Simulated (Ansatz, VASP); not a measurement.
**Zr in VASP and in Ansatz**

Contents of POSCAR:

```
Zr
1.0
    3.2320000000      0.0000000000      0.0000000000
   -1.6160000000      2.7989940000      0.0000000000
    0.0000000000      0.0000000000      5.1470000000
Zr
2
Direct
    0.3333333333      0.6666666667      0.2500000000
    0.6666666667      0.3333333333      0.7500000000
```

INCAR.step1

```
SYSTEM = Zr
PREC = Accurate
ENCUT = 600
ISMEAR = 1
SIGMA = 0.1
LREAL = .FALSE.
LASPH = .TRUE.
NELM = 60
GGA = PE
ALGO = Normal
EDIFF = 1E-4
LWAVE = .TRUE.
LCHARG = .FALSE.
```

Contents of INCAR.step2:

```
SYSTEM = Zr
PREC = Accurate
ENCUT = 600
EDIFF = 1E-7
ISMEAR = 1
SIGMA = 0.1
LREAL = .FALSE.
LASPH = .TRUE.
NELM = 60
ALGO = Normal
ISIF = 3
LWAVE = .FALSE.
LCHARG = .FALSE.
METAGGA = R2SCAN
LMIXTAU = .TRUE.
IBRION = 2
NSW = 80
EDIFFG = -0.02
ISTART = 1
```

File KPOINTS:

```
Automatic mesh
0
G
  9 9 5
  0 0 0
```

Input for Ansatz:

```yaml
crystal:
  lattice:
    - [3.232, 0.0, 0.0]
    - [-1.616, 2.798994, 0.0]
    - [0.0, 0.0, 5.147]
  atoms:
    - { symbol: Zr, position: [0.3333333333333333, 0.6666666666666666, 0.25] }
    - { symbol: Zr, position: [0.6666666666666666, 0.3333333333333333, 0.75] }
kpoints:
  mp_grid:
    grid: [9, 9, 5]
hamiltonian:
  xc: r2scan
  dispersion: none
scf:
  occupations:
    method: methfessel_paxton
    width: 0.1
relax:
  f_tol: 0.02
  cell: {}
```

Alike in both runs: task relaxation of cell and atoms; functional r2SCAN; k mesh 9 × 9 × 5; occupations methfessel-paxton of order 1, width 0.1 eV; no spin polarisation.

|  | VASP | Ansatz |
| --- | --- | --- |
| version | VASP 6.6.1 | Ansatz 0.2.0 |
| potentials or method | VASP PAW PBE potentials, release 64 (Zr_sv) | plane waves, PAW |
| plane-wave cutoff (eV) | 600 | 500 |
| valence electrons in the cell | 24 | 24 |

|  | VASP | Ansatz | Ansatz less VASP |
| --- | --- | --- | --- |
| relaxed volume (Å³/atom) | 23.48 | 23.48 | +0.001 |
| relaxed cell length with the largest relative difference (Å) | 5.165 | 5.169 | +0.0036 |

VASP's potentials were made for PBE, not for r2SCAN.
